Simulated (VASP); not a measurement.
Crystal: GaN.

```
Ga N
1.0
     3.18893    0.00000    0.00000
    -1.59447    2.76169    0.00000
     0.00000    0.00000    5.19236
Ga N
2 2
Direct
  0.66667 0.33333 0.49908
  0.33333 0.66667 0.99908
  0.66667 0.33333 0.87592
  0.33333 0.66667 0.37592
```

| Item | Value |
| --- | --- |
| Program | VASP 6.6.1 |
| Task | relaxation of cell and atoms |
| Functional | PBE |
| Potentials or basis | VASP PAW PBE potentials, release 64 (Ga_d, N) |
| Cutoff | 600 eV |
| k mesh | 12 × 12 × 6 |
| Occupations | gaussian, width 0.02 eV |
| Spin | no spin polarisation |

At the start: pressure 5.0 GPa; volume 11.43 Å³/atom.

Task: Where does the relaxation end?

Result: Over 7 steps the energy falls by 5.0 meV/atom and the volume is 11.75 Å³/atom (+2.8 %); space group P6_3mc (No. 186, to 0.05 Å).

Step by step:
```tsv
step	energy change (eV)	largest force (eV/Å)	pressure (GPa)	volume (Å³)
1	0.0000	0.0058	5.04	45.73
2	-0.0062	0.0042	-3.78	48.15
3	-0.0200	0.0003	0.03	47.03
4	-0.0200	0.0002	-0.47	47.05
5	-0.0196	0.0039	0.70	46.84
6	-0.0200	0.0010	0.06	47.00
7	-0.0200	0.0011	-0.03	47.01
```

Final structure:
```xyz
4
Lattice="3.2180 0.0000 0.0000 -1.6090 2.7869 0.0000 0.0000 0.0000 5.2415" Properties=species:S:1:pos:R:3 pbc="T T T"
Ga    1.6090    0.9290    2.6161
Ga    0.0000    1.8579    5.2369
N     1.6090    0.9290    4.5910
N     0.0000    1.8579    1.9702
```
